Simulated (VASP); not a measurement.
A run of VASP 6.6.1:

File INCAR:

```
  PREC = Accurate
  ENCUT = 500
  EDIFF = 1E-6
  ISMEAR = 0
  SIGMA = 0.15
  LREAL = F
  LASPH = T
  NELM = 200
  ALGO = Normal
  ISIF = 2
  LWAVE = F
  LCHARG = T
  ISPIN = 2
  MAGMOM = 0.5 -0.5
  LORBIT = 11
  GGA = LIBXC
  LIBXC1 = GGA_X_PBE
  LIBXC2 = GGA_C_PBE_SOL
  LELF = T
  LVHAR = T
  NBANDS = 25
  GGA_COMPAT = F
```

The input KPOINTS:

```
Automatic mesh
0
Gamma
  8 8 8
```

Contents of POSCAR:

```
Ge
1.0
    0.0000000000      2.8843929095      2.8843929095
    2.8843929095      0.0000000000      2.8843929095
    2.8843929095      2.8843929095      0.0000000000
Ge
2
Direct
    0.7500000000      0.7500000000      0.7500000000
    0.5000000000      0.5000000000      0.5000000000
```

Potentials or basis: VASP PAW PBE potentials, release 64 (Ge_d).

The run is started by

```bash
$ cat potpaw_PBE.64/Ge_d/POTCAR > POTCAR
$ mpirun -np 1 vasp_std > vasp.out
```

Hardware: 1 thread of Intel(R) Xeon(R) 6975P-C (Granite Rapids) (shared host).

Problem. How long does it take, and how much memory?

Solution. It took 31 s on 1 thread of Intel(R) Xeon(R) 6975P-C (Granite Rapids), on a shared host, peak memory 0.2 GiB. Counts: scf iterations 13, k points 29.
